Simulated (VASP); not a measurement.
# Cl: single point with LDA

The system is Cl.

```
Cl
1.0
     3.12000   -2.24000    0.00000
     3.12000    2.24000    0.00000
     0.00000    0.00000    8.26000
Cl
4
Direct
  0.13000 0.87000 0.10000
  0.63000 0.37000 0.40000
  0.87000 0.13000 0.90000
  0.37000 0.63000 0.60000
```

```json
{"Program": "VASP 6.6.1", "Task": "single point", "Functional": "LDA", "Potentials or basis": "VASP PAW LDA potentials, release 64 (Cl)", "Cutoff": "520 eV", "k mesh": "6 × 6 × 2", "Occupations": "gaussian, width 0.1 eV", "Spin": "no spin polarisation", "Dipole correction": "no", "Further INCAR settings": "ALGO = Normal; EDIFF = 1e-07; NBANDS = 22"}
```

- Pressure: -2.9 GPa
- Largest force: 0.396 eV/Å
- Band gap on the k mesh: 2.32 eV, indirect (least direct gap 2.36 eV)

Forces in eV/Å, atoms in the order of the input:
```
Cl   0.000  0.307 -0.251
Cl   0.000  0.307  0.251
Cl   0.000 -0.307  0.251
Cl   0.000 -0.307 -0.251
```

Stress tensor (GPa, compression positive):
```
-1.22  0.00  0.00
 0.00 -3.17  0.00
 0.00  0.00 -4.24
```

Levels at points of the mesh, in eV from the valence-band top:
```
           k point  band 12  band 13  band 14  band 15  band 16  band 17
(0.00, 0.00, 0.00)    -0.43    -0.14    -0.04     2.32     2.96     6.47
(0.50, 0.00, 0.00)    -0.57    -0.15    -0.15     2.76     2.76     8.00
(0.50, 0.50, 0.00)    -0.94    -0.40    -0.02     2.41     2.64     8.27
(0.00, 0.00, 0.50)    -0.68    -0.09    -0.09     2.54     2.54     7.07
(0.50, 0.00, 0.50)    -0.47     0.00     0.00     2.63     2.63     8.21
(0.50, 0.50, 0.50)    -0.75    -0.51    -0.51     2.45     2.45     8.60
```

Wall time 45 s on 1 thread of Intel(R) Xeon(R) Platinum 8375C CPU @ 2.90GHz (Ice Lake), on a shared host, peak memory 0.2 GiB.

A k mesh can miss the band edges. A hybrid or GW would open this gap; LDA tends to underestimate it.
